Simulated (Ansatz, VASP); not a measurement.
Two plane-wave programs on Be

INCAR

```
PREC = Accurate
ENCUT = 600
EDIFF = 1E-6
ISMEAR = -1
SIGMA = 0.1
LREAL = F
LASPH = T
NELM = 100
ALGO = Normal
ISIF = 3
LWAVE = F
LCHARG = F
GGA = PS
IBRION = 2
NSW = 80
EDIFFG = -0.01
```

KPOINTS

```
regular mesh
0
Gamma
  10 10 14
```

The input POSCAR:

```
Be
1.0
    3.5790237631      0.0000000000      0.0000000000
   -1.7895118815      3.0995254996      0.0000000000
    0.0000000000      0.0000000000      2.1939415668
Be
3
Direct
    0.0000000000      0.0000000000      0.0000000000
    0.3333333333      0.6666666667      0.5000000000
    0.6666666667      0.3333333333      0.5000000000
```

Input for Ansatz:

```yaml
crystal:
  lattice:
    - [3.5790237631, 0.0, 0.0]
    - [-1.7895118815, 3.0995254996, 0.0]
    - [0.0, 0.0, 2.1939415668]
  atoms:
    - { symbol: Be, position: [0.0, 0.0, 0.0] }
    - { symbol: Be, position: [0.3333333333, 0.6666666667, 0.5] }
    - { symbol: Be, position: [0.6666666667, 0.3333333333, 0.5] }
hamiltonian:
  xc: pbesol
  pseudopotentials:
    kind: paw
    azcp:
      Be: "pseudopotentials/Be.paw.azcp"
basis:
  ecutwfc: 420
  fft_grid_basis: typed
kpoints:
  mp_grid: { grid: [10, 10, 14], shift: [0, 0, 0] }
magnetization:
  spin_polarized: false
scf:
  occupations: { method: fermi_dirac, width: 0.1 }
relax:
  max_steps: 60
  f_tol: 0.01
  cell: {}
```

Alike in both runs: task relaxation of cell and atoms; functional PBEsol; k mesh 10 × 10 × 14; occupations fermi-dirac, width 0.1 eV; no spin polarisation.

|  | VASP | Ansatz |
| --- | --- | --- |
| version | VASP 6.6.1 | Ansatz 0.2.0 |
| potentials or method | VASP PAW PBE potentials, release 64 (Be), cutoff 600 eV | plane waves (420 eV) with PAW, scalar-relativistic |
| valence electrons in the cell | 6 | 6 |

```tsv
	VASP	Ansatz	Ansatz less VASP
relaxed volume (Å³/atom)	8.01	7.99	-0.022
relaxed cell length with the largest relative difference (Å)	2.186	2.183	-0.0021
```

VASP's potentials were made for PBE, not for PBEsol, and Ansatz warns of the same on its side.
